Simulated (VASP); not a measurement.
# Tl3Cu (Pm-3m) in VASP: further runs

The runs below take Tl3Cu through single point, with PBEsol.

All numbers are computed with VASP 6.6.1; they aren't measurements. Logs are shortened: lines on timing, memory, paths and dates and some standing lists are left out, and cuts for length are marked.

### 1 The cell of the first run

It takes space group Pm-3m (No. 221, cubic). The conventional cell has a = 4.717 Å, b = 4.717 Å, c = 4.717 Å, α = 90.00°, β = 90.00°, γ = 90.00°. Tl (site symmetry 4/mmm) has 8 Tl at 3.34 Å and 4 Cu at 3.34 Å within 4.4 Å. Cu (site symmetry m-3m) has 12 Tl at 3.34 Å within 4.4 Å.

### 2 Single point, PBEsol

Contents of INCAR:

```
PREC = Accurate
ENCUT = 520
EDIFF = 1E-7
ISMEAR = 0
SIGMA = 0.1
LREAL = F
LASPH = T
NELM = 60
ALGO = Normal
ISIF = 2
LWAVE = F
LCHARG = F
GGA = PS
NBANDS = 33
```

Contents of KPOINTS:

```
Automatic mesh
0
Gamma
  5 5 5
```

Contents of POSCAR:

```
Tl3Cu
1.0
    4.7170000000      0.0000000000      0.0000000000
    0.0000000000      4.7170000000      0.0000000000
    0.0000000000      0.0000000000      4.7170000000
Tl Cu
3 1
Direct
    0.0000000000      0.5000000000      0.5000000000
    0.5000000000      0.0000000000      0.5000000000
    0.5000000000      0.5000000000      0.0000000000
    0.0000000000      0.0000000000      0.0000000000
```

Potentials or basis: VASP PAW PBE potentials, release 64 (Tl_d, Cu).

Launch:

```
$ cat potpaw_PBE.64/Tl_d/POTCAR potpaw_PBE.64/Cu/POTCAR > POTCAR
$ mpirun -np 1 vasp_std > vasp.out
```

OUTCAR:

```text
PREC = Accurate
   ENCUT = 520
   EDIFF = 1E-7
   ISMEAR = 0
   LREAL = F
   LASPH = T
   NELM = 60
   ISIF = 2
   GGA = PS

 ion  position               nearest neighbor table
   1  0.000  0.500  0.500-   2 3.34   3 3.34   4 3.34   3 3.34   4 3.34   2 3.34   4 3.34   4 3.34
                             2 3.34   3 3.34   3 3.34   2 3.34
   2  0.500  0.000  0.500-   1 3.34   3 3.34   4 3.34   3 3.34   4 3.34   1 3.34   3 3.34   3 3.34
                             1 3.34   4 3.34   4 3.34   1 3.34
   3  0.500  0.500  0.000-   1 3.34   2 3.34   4 3.34   1 3.34   2 3.34   2 3.34   4 3.34   2 3.34
                             1 3.34   4 3.34   1 3.34   4 3.34
   4  0.000  0.000  0.000-   1 3.34   2 3.34   3 3.34   1 3.34   2 3.34   1 3.34   3 3.34   1 3.34
                             2 3.34   3 3.34   2 3.34   3 3.34

  LATTYP: Found a simple cubic cell.
 ALAT       =     4.7170000000

  Lattice vectors:

 A1 = (   4.7170000000,   0.0000000000,   0.0000000000)
 A2 = (   0.0000000000,   4.7170000000,   0.0000000000)
 A3 = (   0.0000000000,   0.0000000000,   4.7170000000)

Analysis of symmetry for initial positions (statically):
=====================================================================
 Subroutine PRICEL returns:
 Original cell was already a primitive cell.

 Routine SETGRP: Setting up the symmetry group for a
 simple cubic supercell.

 Subroutine GETGRP returns: Found 48 space group operations
 (whereof 48 operations were pure point group operations)
 out of a pool of 48 trial point group operations.

The static configuration has the point symmetry O_h .

Analysis of symmetry for dynamics (positions and initial velocities):
=====================================================================
 Subroutine PRICEL returns:
 Original cell was already a primitive cell.

 Routine SETGRP: Setting up the symmetry group for a
 simple cubic supercell.

 Subroutine GETGRP returns: Found 48 space group operations
 (whereof 48 operations were pure point group operations)
 out of a pool of 48 trial point group operations.

The dynamic configuration has the point symmetry O_h .

 Subroutine INISYM returns: Found 48 space group operations
 (whereof 48 operations are pure point group operations),
 and found     1 'primitive' translations

----------------------------------------------------------------------------------------

                                     Primitive cell

  volume of cell :     104.9537

  direct lattice vectors                    reciprocal lattice vectors
[... 78 lines left out ...]
   EDIFFG = 0.1E-05   stopping-criterion for IOM
   NSW    =      0    number of steps for IOM
   IBRION =     -1    ionic relax: 0-MD 1-quasi-New 2-CG
   NFREE  =      0    steps in history (QN), initial steepest desc. (CG)
   ISIF   =      2    stress and relaxation
   ISYM   =      2    0-nonsym 1-usesym 2-fastsym
   POTIM  = 0.5000    time-step for ionic-motion
   TEBEG  =    0.0;   TEEND  =   0.0 temperature during run
   PSTRESS=    0.0 pullay stress
   NELECT =      50.0000    total number of electrons
   NUPDOWN=      -1.0000    fix difference up-down
   EMIN   =  10.00;   EMAX   =-10.00  energy-range for DOS
   EFERMI =   0.00;   METHOD = LEGACY
   ISMEAR =     0;   SIGMA  =   0.10  broadening in eV -4-tet -1-fermi 0-gaus
   EFERMI_NEDOS =   21; number of points for ismear=-14 and -15
   IALGO  =     38    algorithm
   IMIX   =      4    mixing-type and parameters
     AMIX     =   0.40;   BMIX     =  1.00
     AMIX_MAG =   1.60;   BMIX_MAG =  1.00
  volume/ion in A,a.u.               =      26.24       177.07
  Fermi-wavevector in a.u.,A,eV,Ry     =   1.278593  2.416190 22.242802  1.634800
  Thomas-Fermi vector in A             =   2.411127
   LORBIT       =      0    0 simple, 1 ext, 2 COOP (PROOUT), +10 PAW based schemes
   GGA     = PS    functional components
   LHFCALC =     F    Hartree Fock is set to
   AEXX    =    0.0000 exact exchange contribution
   IVDW    =     0    specifies the selected vdW correction
   LEPSILON=     F    determine dielectric tensor
   LRPA    =     F    only Hartree local field effects (RPA)
 non-spin polarized calculation
 Gauss-broadening in eV      SIGMA  =   0.10
  energy-cutoff  :      520.00
  volume of cell :      104.95
 maximum number of plane-waves:      2854
 NGX is ok and might be reduce to    36
   NGX = 17   NGY = 17   NGZ = 17

 number of electron      50.0000017 magnetization

 Free energy of the ion-electron system (eV)
  ---------------------------------------------------
  ext. energy  EPLUGINS =         0.00000000
  ---------------------------------------------------
  free energy    TOTEN  =       -10.90806222 eV

  energy without entropy =      -10.90230618  energy(sigma->0) =      -10.90518420

 E-fermi :   5.9032     XC(G=0): -10.3534

 val. band max:        5.6346217948   @ k =   0.4000   0.0000   0.0000
 cond. band min:       5.9858084721   @ k =   0.4000   0.4000   0.2000
 fundamental gap:      0.3511866774
 Fermi energy:         5.9031843664

 k-point     1 :       0.0000    0.0000    0.0000
  band No.  band energies     occupation
      1      -6.1710      2.00000
      2      -6.0975      2.00000
      3      -6.0975      2.00000
      4      -6.0975      2.00000
      5      -5.8180      2.00000
      6      -5.8180      2.00000
[... 349 lines left out ...]
     32      14.5544      0.00000
     33      14.5553      0.00000

------------------------ aborting loop because EDIFF is reached ----------------------------------------

  FORCE on cell =-STRESS in cart. coord.  units (eV):
  Direction    XX          YY          ZZ          XY          YZ          ZX
  --------------------------------------------------------------------------------------
  -------------------------------------------------------------------------------------
  Total       -2.1877120     -2.1877120     -2.1877120     -0.0000000      0.0000000     -0.0000000
  in kB      -33.3966644    -33.3966644    -33.3966644     -0.0000000      0.0000000     -0.0000000
  external PRESSURE =     -33.3966644 kB  Pullay stress =       0.0000000 kB

 VOLUME and BASIS-vectors are now :
 -----------------------------------------------------------------------------
  energy-cutoff  :      520.00
  volume of cell :      104.95
      direct lattice vectors                 reciprocal lattice vectors
     4.717000000  0.000000000  0.000000000     0.211999152  0.000000000  0.000000000
     0.000000000  4.717000000  0.000000000     0.000000000  0.211999152  0.000000000
     0.000000000  0.000000000  4.717000000     0.000000000  0.000000000  0.211999152

 POSITION                                       TOTAL-FORCE (eV/Angst)
 -----------------------------------------------------------------------------------
      0.00000      2.35850      2.35850         0.000000      0.000000      0.000000
      2.35850      0.00000      2.35850         0.000000      0.000000      0.000000
      2.35850      2.35850      0.00000         0.000000      0.000000      0.000000
      0.00000      0.00000      0.00000         0.000000      0.000000      0.000000
 -----------------------------------------------------------------------------------
    total drift:                                0.000000      0.000000      0.000000

  FREE ENERGIE OF THE ION-ELECTRON SYSTEM (eV)
  ---------------------------------------------------
  free  energy   TOTEN  =       -10.9080622212 eV

  energy  without entropy=      -10.9023061798  energy(sigma->0) =      -10.90518420
```

OSZICAR:

```text
N       E                     dE             d eps       ncg     rms          rms(c)
DAV:   1     0.369941405796E+03    0.36994E+03   -0.24698E+04   668   0.163E+03
DAV:   2     0.640361699210E+01   -0.36354E+03   -0.34554E+03   672   0.373E+02
DAV:   3    -0.112587471897E+02   -0.17662E+02   -0.16469E+02   790   0.882E+01
DAV:   4    -0.116296429724E+02   -0.37090E+00   -0.36975E+00   775   0.116E+01
DAV:   5    -0.116420262536E+02   -0.12383E-01   -0.12383E-01   924   0.235E+00    0.914E+00
DAV:   6    -0.126347768466E+02   -0.99275E+00   -0.17168E+01   828   0.558E+01    0.785E+00
DAV:   7    -0.109786502023E+02    0.16561E+01   -0.46564E+00   882   0.323E+01    0.277E+00
DAV:   8    -0.110918348881E+02   -0.11318E+00   -0.19612E+00   907   0.169E+01    0.391E+00
DAV:   9    -0.109065506832E+02    0.18528E+00   -0.67248E-01   867   0.108E+01    0.488E-01
DAV:  10    -0.109080590601E+02   -0.15084E-02   -0.28254E-02   720   0.956E-01    0.911E-02
DAV:  11    -0.109080772090E+02   -0.18149E-04   -0.51316E-04   899   0.156E-01    0.352E-02
DAV:  12    -0.109080619976E+02    0.15211E-04   -0.35697E-05   856   0.771E-02    0.704E-03
DAV:  13    -0.109080642802E+02   -0.22826E-05   -0.95901E-06   910   0.343E-02    0.101E-02
DAV:  14    -0.109080622083E+02    0.20719E-05   -0.64267E-06   644   0.337E-02    0.734E-04
DAV:  15    -0.109080622212E+02   -0.12919E-07   -0.26886E-07   521   0.228E-03
   1 F= -.10908062E+02 E0= -.10905184E+02  d E =-.575604E-02
```

Wall time 20 s (1 thread of Intel Xeon 6975P-C (Granite Rapids), shared host); peak memory 0.2 GiB.

Results:

```yaml
Free_energy: -10.9081 eV
Pressure: -3.3 GPa
Band_gap_on_the_k_mesh: zero (bands 25 and 26 overlap by 2.36 eV)
```

Caveat: the cell stands under tension; the PAW data sets were made with another functional, which shifts forces and pressure a little; spin-orbit coupling is left out, which moves the levels of the heavy elements.

### 3 Single point, PBEsol

Contents of INCAR:

```
SYSTEM = Tl3Cu
  PREC = Accurate
  ENCUT = 520
  EDIFF = 1E-7
  ISMEAR = 0
  SIGMA = 0.1
  LREAL = .False.
  LASPH = .True.
  NELM = 100
  ALGO = Normal
  ISIF = 2
  LWAVE = .False.
  LCHARG = .False.
  GGA = PS
  NBANDS = 33
```

Contents of KPOINTS:

```
Automatic mesh
0
Gamma
  6 6 6
  0 0 0
```

POSCAR is that of step 2.

Potentials or basis: VASP PAW PBE potentials, release 64 (Tl_d, Cu).

Launch:

```
$ cat potpaw_PBE.64/Tl_d/POTCAR potpaw_PBE.64/Cu/POTCAR > POTCAR
$ mpirun -np 1 vasp_std > vasp.out
```

Run time: 33 s. Hardware: 1 thread of Intel Xeon 6975P-C (Granite Rapids), shared host; peak memory 0.23 GiB.

It converged, with:

- Free energy: -10.9032 eV
- Pressure: -3.2 GPa
- Band gap on the k mesh: zero (bands 25 and 26 overlap by 3.15 eV)

Levels at points of the mesh, in eV from the Fermi level:
| k point | band 21 | band 22 | band 23 | band 24 | band 25 | band 26 | band 27 | band 28 | band 29 | band 30 |
| --- | --- | --- | --- | --- | --- | --- | --- | --- | --- | --- |
| (0.00, 0.00, 0.00) | -2.04 | -1.73 | -1.73 | -1.39 | -1.39 | -1.39 | 0.57 | 4.76 | 4.76 | 4.76 |
| (0.50, 0.00, 0.00) | -2.23 | -2.04 | -2.04 | -0.16 | 0.72 | 0.72 | 1.54 | 1.54 | 2.77 | 2.86 |
| (0.50, 0.50, 0.00) | -2.19 | -2.03 | -1.94 | -1.89 | 1.32 | 2.25 | 2.25 | 2.74 | 3.04 | 3.04 |
| (0.50, 0.50, 0.50) | -2.30 | -2.30 | -2.00 | -2.00 | -1.83 | -1.83 | -1.83 | -0.70 | 8.88 | 8.88 |

Caveat: the cell stands under tension; the PAW data sets were made with another functional, which shifts forces and pressure a little; spin-orbit coupling is left out, which moves the levels of the heavy elements.
